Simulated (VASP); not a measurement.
# Ga (I4/mmm) in VASP: notebook, part 2 of 2

VASP 6.6.1. Earlier steps stand in the parts before.

## Step 3: Electric field gradients, PBE (18.01 Å³/atom)

This run uses another cell than the first one, of 18.01 Å³/atom.

File INCAR:

```
SYSTEM = Ga
PREC     = Accurate       ! precision mode
ENCUT    = 520            ! plane-wave cutoff, eV
EDIFF    = 1E-8           ! SCF threshold, eV
ISMEAR   = -1             ! smearing method
SIGMA    = 0.05           ! smearing width, eV
LREAL    = .False.        ! projectors in reciprocal space
LASPH    = .True.         ! aspherical terms in the spheres
NELM     = 80             ! most SCF steps
ALGO     = Normal         ! electronic algorithm
ISIF     = 2              ! what is computed and relaxed
LWAVE    = .False.        ! write WAVECAR
LCHARG   = .False.        ! write CHGCAR
GGA      = PE             ! functional
LEFG     = .True.       
ISYM     = 0            
NBANDS   = 12             ! bands
```

File KPOINTS:

```
regular mesh
0
Gamma
  14 14 16
  0 0 0
```

File POSCAR:

```
Ga
1.0
   -1.4156038320      1.4156038320      2.2474223230
    1.4156038320     -1.4156038320      2.2474223230
    1.4156038320      1.4156038320     -2.2474223230
Ga
1
Direct
    0.0000000000      0.0000000000      0.0000000000
```

Potentials or basis: VASP PAW PBE potentials, release 64 (Ga_d).

On the command line:

```bash
$ cat potpaw_PBE.64/Ga_d/POTCAR > POTCAR
$ mpirun -np 1 vasp_std > vasp.out
```

OUTCAR:

```text
SYSTEM = Ga
   PREC = Accurate
   ENCUT = 520
   EDIFF = 1E-8
   ISMEAR = -1
   LREAL = .False.
   LASPH = .True.
   NELM = 80
   ISIF = 2
   GGA = PE
   ISYM = 0

 ion  position               nearest neighbor table
   1  0.000  0.000  0.000-

IMPORTANT INFORMATION: All symmetrisations will be switched off!
NOSYMM: (Re-)initialisation of all symmetry stuff for point group C_1.

----------------------------------------------------------------------------------------

                                     Primitive cell

  volume of cell :      18.0147

  direct lattice vectors                    reciprocal lattice vectors
    -1.415603832  1.415603832  2.247422323     0.000000000  0.353206165  0.222477100
     1.415603832 -1.415603832  2.247422323     0.353206165  0.000000000  0.222477100
     1.415603832  1.415603832 -2.247422323     0.353206165  0.353206165  0.000000000

  length of vectors
     3.009779978  3.009779978  3.009779978     0.417433413  0.417433413  0.499508948

  position of ions in fractional coordinates (direct lattice)
     0.000000000  0.000000000  0.000000000

  ion indices of the primitive-cell ions
   primitive index   ion index
                 1           1

----------------------------------------------------------------------------------------

 KPOINTS: regular mesh

Automatic generation of k-mesh.
 Grid dimensions read from file:
 generate k-points for:   14   14   16

 Generating k-lattice:

  Cartesian coordinates                     Fractional coordinates (reciprocal lattice)
[... 148 lines left out ...]
     11      22.2750      0.00000
     12      22.8739      0.00000
[... 331 lines left out ...]
 k-point    24 :       0.0714    0.1429    0.0000
  band No.  band energies     occupation
      1      -9.0158      2.00000
      2      -8.9273      2.00000
      3      -8.8966      2.00000
      4      -8.8678      2.00000
      5      -8.7731      2.00000
      6      -4.5674      2.00000
      7      13.4330      0.00000
      8      15.7741      0.00000
      9      17.8978      0.00000
     10      21.0295      0.00000
     11      21.7006      0.00000
     12      23.8504      0.00000

 [... further k-points ...]

------------------------ aborting loop because EDIFF is reached ----------------------------------------

  FORCE on cell =-STRESS in cart. coord.  units (eV):
  Direction    XX          YY          ZZ          XY          YZ          ZX
  --------------------------------------------------------------------------------------
  -------------------------------------------------------------------------------------
  Total        0.3308279      0.3308279      0.2713895     -0.0127157      0.0106573      0.0106573
  in kB       29.4228360     29.4228386     24.1365657     -1.1308939      0.9478310      0.9478319
  external PRESSURE =      27.6607467 kB  Pullay stress =       0.0000000 kB

 VOLUME and BASIS-vectors are now :
 -----------------------------------------------------------------------------
  energy-cutoff  :      520.00
  volume of cell :       18.01
      direct lattice vectors                 reciprocal lattice vectors
    -1.415603832  1.415603832  2.247422323     0.000000000  0.353206165  0.222477100
     1.415603832 -1.415603832  2.247422323     0.353206165  0.000000000  0.222477100
     1.415603832  1.415603832 -2.247422323     0.353206165  0.353206165  0.000000000

 POSITION                                       TOTAL-FORCE (eV/Angst)
 -----------------------------------------------------------------------------------
      0.00000      0.00000      0.00000         0.000000     -0.000000      0.000000
 -----------------------------------------------------------------------------------
    total drift:                                0.000000     -0.000000      0.000000

  FREE ENERGIE OF THE ION-ELECTRON SYSTEM (eV)
  ---------------------------------------------------
  free  energy   TOTEN  =        -2.8820628907 eV

  energy  without entropy=       -2.8792879211  energy(sigma->0) =       -2.88067541

 Electric field gradients (V/A^2)
---------------------------------------------------------------------
 ion       V_xx      V_yy      V_zz      V_xy      V_xz      V_yz
---------------------------------------------------------------------
   1      -9.784    -9.784    19.569     0.273     0.249     0.249
---------------------------------------------------------------------

 Electric field gradients after diagonalization (V/A^2)
 (convention: |V_zz| > |V_xx| > |V_yy|)
----------------------------------------------------------------------
 ion       V_xx      V_yy      V_zz     asymmetry (V_yy - V_xx)/ V_zz
----------------------------------------------------------------------
   1     -10.057    -9.516    19.573       0.028
----------------------------------------------------------------------

           NMR quadrupolar parameters

 Cq : quadrupolar parameter    Cq=e*Q*V_zz/h
 eta: asymmetry parameters     (V_yy - V_xx)/ V_zz
 Q  : nuclear electric quadrupole moment in mb (millibarn)
----------------------------------------------------------------------
 ion       Cq(MHz)       eta       Q (mb)
----------------------------------------------------------------------
   1       0.047       0.028       1.000
----------------------------------------------------------------------
```

stdout:

```text
POSCAR found type information on POSCAR Ga
 POSCAR found :  1 types and       1 ions
 scaLAPACK will be used
 LDA part: xc-table for (Slater+PW92), standard interpolation
 -----------------------------------------------------------------------------
|                                                                             |
|           W    W    AA    RRRRR   N    N  II  N    N   GGGG   !!!           |
[... 17 lines left out ...]
 FFT: planning ... GRIDC
 FFT: planning ... GRID_SOFT
 FFT: planning ... GRID
 WAVECAR not read
 entering main loop
ion   1

     0.0000481    -0.2539984    -0.2275426   -15.7401799    -0.2275435    -0.0000001
     0.0000628    -0.2539955    -0.2275393   -15.7399114    -0.2275402    -0.0000001
     0.0000820    -0.2539913    -0.2275342   -15.7395053    -0.2275351    -0.0000001
     0.0001070    -0.2539850    -0.2275266   -15.7388945    -0.2275275    -0.0000001
```

It took 7.4 min on 1 thread of Oxide Virtual Turin-like, shared host; peak memory 0.38 GiB.

Results:

```yaml
Free_energy: -2.8821 eV
Pressure: 2.8 GPa
Band_gap_on_the_k_mesh: zero (an odd number of electrons rules out a gap without spin polarisation)
Largest_electric_field_gradient_by_atom: Ga +19.6 V/Å²
```

Electric field gradients, principal values (V/Å²):
| atom | least | middle | greatest (by size) |
| --- | --- | --- | --- |
| 1 Ga | -9.516 | -10.057 | 19.573 |

Caveat: without QUAD_EFG the Cq values of the log hold for a quadrupole moment of 1 mb, not for the nuclei.

## Step 4: Electric field gradients, PBE (16.52 Å³/atom)

This run uses another cell than the first one, of 16.52 Å³/atom.

File INCAR:

```
SYSTEM = Ga
ALGO = Normal ; EDIFF = 1E-8
ENCUT = 400 ; GGA = PE
GGA_COMPAT = .FALSE. ; ISIF = 2
ISMEAR = -1 ; ISYM = 0
LASPH = .TRUE. ; LCHARG = .FALSE.
LEFG = .TRUE. ; LREAL = .FALSE.
LWAVE = .FALSE. ; NBANDS = 12
NELM = 120 ; PREC = Accurate
SIGMA = 0.05
```

File KPOINTS:

```
k-points
0
G
  14 14 16
  0 0 0
```

File POSCAR:

```
Ga
1.0
   -1.3753388966      1.3753388966      2.1834974363
    1.3753388966     -1.3753388966      2.1834974363
    1.3753388966      1.3753388966     -2.1834974363
Ga
1
Direct
    0.0000000000      0.0000000000      0.0000000000
```

Potentials or basis: VASP PAW PBE potentials, release 64 (Ga_d).

On the command line:

```bash
$ cat potpaw_PBE.64/Ga_d/POTCAR > POTCAR
$ mpirun -np 1 vasp_std > vasp.out
```

OUTCAR:

```text
SYSTEM = Ga
   EDIFF = 1E-8
   ENCUT = 400
   GGA = PE
   ISIF = 2
   ISMEAR = -1
   ISYM = 0
   LASPH = .TRUE.
   LREAL = .FALSE.
   NELM = 120
   PREC = Accurate

 ion  position               nearest neighbor table
   1  0.000  0.000  0.000-

IMPORTANT INFORMATION: All symmetrisations will be switched off!
NOSYMM: (Re-)initialisation of all symmetry stuff for point group C_1.

----------------------------------------------------------------------------------------

                                     Primitive cell

  volume of cell :      16.5208

  direct lattice vectors                    reciprocal lattice vectors
    -1.375338897  1.375338897  2.183497436     0.000000000  0.363546760  0.228990422
     1.375338897 -1.375338897  2.183497436     0.363546760  0.000000000  0.228990422
     1.375338897  1.375338897 -2.183497436     0.363546760  0.363546760  0.000000000

[... 528 lines left out ...]

 VOLUME and BASIS-vectors are now :
 -----------------------------------------------------------------------------
  energy-cutoff  :      400.00
  volume of cell :       16.52
      direct lattice vectors                 reciprocal lattice vectors
    -1.375338897  1.375338897  2.183497436     0.000000000  0.363546760  0.228990422
     1.375338897 -1.375338897  2.183497436     0.363546760  0.000000000  0.228990422
     1.375338897  1.375338897 -2.183497436     0.363546760  0.363546760  0.000000000

 POSITION                                       TOTAL-FORCE (eV/Angst)
 -----------------------------------------------------------------------------------
      0.00000      0.00000      0.00000         0.000000      0.000000     -0.000000
 -----------------------------------------------------------------------------------
    total drift:                                0.000000      0.000000     -0.000000

  FREE ENERGIE OF THE ION-ELECTRON SYSTEM (eV)
  ---------------------------------------------------
  free  energy   TOTEN  =        -2.8266413960 eV

  energy  without entropy=       -2.8238293843  energy(sigma->0) =       -2.82523539

 Electric field gradients (V/A^2)
---------------------------------------------------------------------
 ion       V_xx      V_yy      V_zz      V_xy      V_xz      V_yz
---------------------------------------------------------------------
   1     -10.830   -10.830    21.659    -1.286    -0.155    -0.155
---------------------------------------------------------------------

 Electric field gradients after diagonalization (V/A^2)
 (convention: |V_zz| > |V_xx| > |V_yy|)
----------------------------------------------------------------------
 ion       V_xx      V_yy      V_zz     asymmetry (V_yy - V_xx)/ V_zz
----------------------------------------------------------------------
   1     -12.117    -9.544    21.661       0.119
----------------------------------------------------------------------

           NMR quadrupolar parameters

 Cq : quadrupolar parameter    Cq=e*Q*V_zz/h
 eta: asymmetry parameters     (V_yy - V_xx)/ V_zz
 Q  : nuclear electric quadrupole moment in mb (millibarn)
----------------------------------------------------------------------
 ion       Cq(MHz)       eta       Q (mb)
----------------------------------------------------------------------
   1       0.052       0.119       1.000
----------------------------------------------------------------------
```

Run time: 3.9 min. Hardware: 1 thread of Oxide Virtual Turin-like, shared host; peak memory 0.27 GiB.

Results:

* Free energy: -2.8266 eV
* Pressure: 8.9 GPa
* Band gap on the k mesh: zero (an odd number of electrons rules out a gap without spin polarisation)
* Largest electric field gradient by atom: Ga +21.7 V/Å²

Electric field gradients, principal values (V/Å²):
```csv
atom,least,middle,greatest (by size)
1 Ga,-9.544,-12.117,21.661
```

Caveat: the cell stands under pressure; without QUAD_EFG the Cq values of the log hold for a quadrupole moment of 1 mb, not for the nuclei.

## Step 5: Summary

```tsv
cell	cutoff (eV)	gap on the mesh (eV)	pressure (GPa)
a = 2.985 Å, angles 123.9, 123.9, 83.4°, 1 atom	520	none	4.4
a = 3.010 Å, angles 123.9, 123.9, 83.4°, 1 atom	520	none	2.8
a = 2.924 Å, angles 123.9, 123.9, 83.4°, 1 atom	400	none	8.9
```

Alike in all rows: task electric field gradients; level PBE; potentials or basis VASP PAW PBE potentials, release 64 (Ga_d); no spin polarisation; k mesh 14 × 14 × 16; smearing fermi-dirac 0.05 eV.

Caveats: the cell stands under pressure (at least some runs).

Total energies depend on the potentials used, so only differences within one code and one set of settings carry meaning.
